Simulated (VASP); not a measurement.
Here is a VASP 6.6.1 calculation.

File INCAR:

```
PREC     = Accurate       # precision mode
ENCUT    = 1130           # plane-wave cutoff, eV
EDIFF    = 1E-7           # SCF threshold, eV
ISMEAR   = 0              # smearing method
SIGMA    = 0.1            # smearing width, eV
LREAL    = False          # projectors in reciprocal space
LASPH    = True           # aspherical terms in the spheres
NELM     = 120            # most SCF steps
ALGO     = Normal         # electronic algorithm
ISIF     = 3              # what is computed and relaxed
LWAVE    = False          # write WAVECAR
LCHARG   = False          # write CHGCAR
GGA      = PE             # functional
IBRION   = 2              # ionic algorithm
NSW      = 90             # ionic steps
EDIFFG   = -0.04          # ionic threshold
GGA_COMPAT= False        
NELMIN   = 4
```

The input KPOINTS:

```
regular mesh
0
Gamma
  6 6 4
```

POSCAR

```
NaH4
1.0
    3.4215189900      0.0000000000      0.0000000000
   -1.7107594900      2.9631223600      0.0000000000
    0.0000000000      0.0000000000      7.3904810100
Na H
1 4
Direct
    0.0000000000      0.0000000000      0.0000000000
    0.3333333300      0.6666666700      0.2500000000
    0.3333333300      0.6666666700      0.7500000000
    0.6666666700      0.3333333300      0.2500000000
    0.6666666700      0.3333333300      0.7500000000
```

Potentials or basis: VASP PAW PBE potentials, release 64 (Na_sv, H).

Launch:

```bash
$ cat potpaw_PBE.64/Na_sv/POTCAR potpaw_PBE.64/H/POTCAR > POTCAR
$ mpirun -np 1 vasp_std > vasp.out
```

Question: Estimate the band gap on the k mesh.

Answer: Zero (an odd number of electrons rules out a gap without spin polarisation).

Question: Predict the relaxed cell.

Answer: a = 2.885 Å, b = 2.885 Å, c = 6.321 Å, α = 90.00°, β = 90.00°, γ = 120.00°.

Question: Predict the space group after relaxing (to 0.1 Å).

Answer: P6/mmm (No. 191).

Question: Estimate the relaxed volume.

Answer: 9.11 Å³/atom.

Final structure:
```yaml
crystal:
  lattice:
    - [2.88517, 0.00000, 0.00000]
    - [-1.44258, 2.49863, 0.00000]
    - [0.00000, 0.00000, 6.32053]
  atoms:
    - { symbol: Na, position: [0.00000, 0.00000, 0.00000] }
    - { symbol: H, position: [0.33333, 0.66667, 0.23714] }
    - { symbol: H, position: [0.33333, 0.66667, 0.76286] }
    - { symbol: H, position: [0.66667, 0.33333, 0.23714] }
    - { symbol: H, position: [0.66667, 0.33333, 0.76286] }
```

Caveat: the cell differs from its parent crystal (atoms taken out); the volume moved by over 15 % at a fixed basis, so the end points are rough; an odd number of electrons without spin polarisation forces a metal; a magnetic or distorted state may lie lower.
